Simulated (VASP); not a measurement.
Wanted: the native input for a VASP 6.6.1 run.

```yaml
Task: single point
Functional: PBE
Potentials_or_basis: VASP PAW PBE potentials, release 64 (Sr_sv, O)
Cutoff: 520 eV
k_mesh: 8 × 8 × 8
Occupations: gaussian, width 0.05 eV
Spin: no spin polarisation
Dipole_correction: no
Further_INCAR_settings: ALGO = Normal; EDIFF = 1e-06; NBANDS = 15
```

The structure of SrO lies in POSCAR:

```
SrO
1.0
    0.0192735000      2.5698000000      2.5698000000
    2.5890735000      0.0000000000      2.5890735000
    2.5698000000      2.5698000000      0.0192735000
Sr O
1 1
Direct
    0.0000000000      0.0000000000      0.0000000000
    0.5000000000      0.5000000000      0.5000000000
```

This cell differs from its parent crystal: strain +0.0150 x Voigt [0, 0, 0, 0, 1, 0].

The input as run:

INCAR

```
ALGO = Normal
EDIFF = 1E-6
ENCUT = 520
GGA = PE
ISIF = 2
ISMEAR = 0
LASPH = True
LCHARG = True
LELF = True
LREAL = False
LVHAR = True
LWAVE = False
NBANDS = 15
NELM = 60
PREC = Accurate
SIGMA = 0.05
```

KPOINTS

```
k-points
0
Gamma
  8 8 8
```

Potentials or basis: VASP PAW PBE potentials, release 64 (Sr_sv, O).

Launch:

```console
$ cat potpaw_PBE.64/Sr_sv/POTCAR potpaw_PBE.64/O/POTCAR > POTCAR
$ mpirun -np 1 vasp_std > vasp.out
```

It gave:

| Property | Result |
| --- | --- |
| Pressure | 3.5 GPa |
| Band gap on the k mesh | 3.25 eV, indirect (least direct gap 3.33 eV) |

Caveat: the cell differs from its parent crystal (strain +0.0150 x Voigt [0, 0, 0, 0, 1, 0]).

Run time: 21 s on 1 thread of Intel(R) Xeon(R) Platinum 8559C (Emerald Rapids), on a shared host, peak memory 0.19 GiB.
